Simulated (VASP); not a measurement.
Here is a VASP 6.6.1 calculation.

POSCAR

```
LiCl
1.0
    0.0000000000      2.5815130558      2.5815130558
    2.5815130558      0.0000000000      2.5815130558
    2.5815130558      2.5815130558      0.0000000000
Li Cl
1 1
Direct
    0.0000000000      0.0000000000      0.0000000000
    0.5000000000      0.5000000000      0.5000000000
```

The input INCAR.step1:

```
ALGO = Normal
EDIFF = 1E-4
ENCUT = 520
GGA = PE
ISMEAR = 0
LASPH = True
LCHARG = False
LREAL = False
LWAVE = True
NBANDS = 12
NELM = 80
PREC = Accurate
SIGMA = 0.02
```

Contents of INCAR.step2:

```
ALGO = Normal
EDIFF = 1E-6
ENCUT = 520
ISIF = 2
ISMEAR = 0
ISTART = 1
LASPH = True
LCHARG = True
LELF = True
LMIXTAU = True
LREAL = False
LVHAR = True
LWAVE = False
METAGGA = R2SCAN
NBANDS = 12
NELM = 80
PREC = Accurate
SIGMA = 0.02
```

The input KPOINTS:

```
k-points
0
Gamma
  8 8 8
```

Potentials or basis: VASP PAW PBE potentials, release 64 (Li_sv, Cl).

Command:

```bash
$ cat potpaw_PBE.64/Li_sv/POTCAR potpaw_PBE.64/Cl/POTCAR > POTCAR
$ cp INCAR.step1 INCAR
$ mpirun -np 1 vasp_std > vasp.out
$ cp INCAR.step2 INCAR
$ mpirun -np 1 vasp_std > vasp.out
```

Task: What does it give for the band gap on the k mesh?

Result: 7.17 eV, direct.

 A k mesh can miss the band edges.
